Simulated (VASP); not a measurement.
Input of a VASP 6.6.1 run:

Contents of POSCAR:

```
NiO
1.0
    0.0000000000      2.0977548272      2.0977548272
    2.0977548272      0.0000000000      2.0977548272
    4.1850131738      2.0872583467     -2.0872583467
Ni O
2 2
Direct
    0.0000000000      0.0000000000      0.0000000000
    0.5000000000      0.0000000000      0.5000000000
    0.7499999999      0.5000000001      0.2499999998
    1.2500000001      0.4999999999      0.7500000002
```

File INCAR.step1:

```
PREC = Accurate ; ENCUT = 520
ISMEAR = 0 ; SIGMA = 0.05
LREAL = F ; LASPH = T
NELM = 150 ; ISPIN = 2
MAGMOM = 1.73 -1.73 0 0 ; LMAXMIX = 4
NBANDS = 28 ; GGA = PE
ALGO = Normal ; EDIFF = 1E-4
LWAVE = T ; LCHARG = F
```

The input INCAR.step2:

```
PREC = Accurate ; ENCUT = 520
EDIFF = 1E-6 ; ISMEAR = 0
SIGMA = 0.05 ; LREAL = F
LASPH = T ; NELM = 150
ALGO = Normal ; ISIF = 2
LWAVE = F ; LCHARG = T
ISPIN = 2 ; MAGMOM = 1.73 -1.73 0 0
LORBIT = 11 ; LMAXMIX = 4
METAGGA = R2SCAN ; LMIXTAU = T
LELF = T ; LVHAR = T
NBANDS = 28 ; ISTART = 1
```

Contents of KPOINTS:

```
regular mesh
0
Gamma
  10 10 10
```

Potentials or basis: VASP PAW PBE potentials, release 64 (Ni, O).

Launch:

```sh
$ cat potpaw_PBE.64/Ni/POTCAR potpaw_PBE.64/O/POTCAR > POTCAR
$ cp INCAR.step1 INCAR
$ mpirun -np 1 vasp_std > vasp.out
$ cp INCAR.step2 INCAR
$ mpirun -np 1 vasp_std > vasp.out
```

**Question.** Predict the net moment.

**Answer.** 0.00 μB per cell.

**Question.** What does it give for the band gap on the k mesh?

**Answer.** 2.30 eV.

Caveat: the cell stands under tension; the PAW data sets were made with another functional, which shifts forces and pressure a little. r2SCAN opens gaps a little over a GGA but as a rule still falls short of measured ones.
